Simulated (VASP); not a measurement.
# Ru: single point with LDA

Crystal: Ru.

```
Ru
1.0
     2.78062    0.00000    0.00000
    -1.39031    2.40808    0.00000
     0.00000    0.00000    4.38052
Ru
2
Direct
  0.33333 0.66667 0.25000
  0.66667 0.33333 0.75000
```

* Program: VASP 6.6.1
* Task: single point
* Functional: LDA
* Potentials or basis: VASP PAW LDA potentials, release 64 (Ru_pv)
* Cutoff: 520 eV
* k mesh: 22 × 22 × 12
* Occupations: fermi-dirac, width 0.1 eV
* Spin: no spin polarisation

| Property | Result |
| --- | --- |
| Pressure | -31.0 GPa |
| Band gap on the k mesh | zero (bands 14 and 15 overlap by 2.84 eV) |

Stress tensor (GPa, compression positive):
```
-30.51   0.00   0.00
  0.00 -30.51   0.00
  0.00   0.00 -31.85
```

Levels at points of the mesh, in eV from the Fermi level:
```csv
k point,band 10,band 11,band 12,band 13,band 14,band 15,band 16,band 17,band 18,band 19
"(0.00, 0.00, 0.00)",-2.33,-2.14,-1.72,-1.72,-1.28,-1.28,1.05,1.05,1.27,9.41
"(0.50, 0.00, 0.00)",-2.73,-1.86,-1.68,-1.37,1.23,1.60,1.70,3.66,5.55,10.05
"(0.00, 0.00, 0.50)",-2.49,-2.49,-2.49,-2.47,-2.47,0.47,0.47,0.47,0.47,10.05
"(0.50, 0.00, 0.50)",-4.05,-0.97,-0.97,0.40,0.40,1.46,1.46,3.11,3.11,9.60
```

It took 92 s on 1 thread of AMD EPYC 9R45 96-Core Processor (Zen 5), on a shared host, peak memory 0.25 GiB.

Caveat: the cell stands under tension.
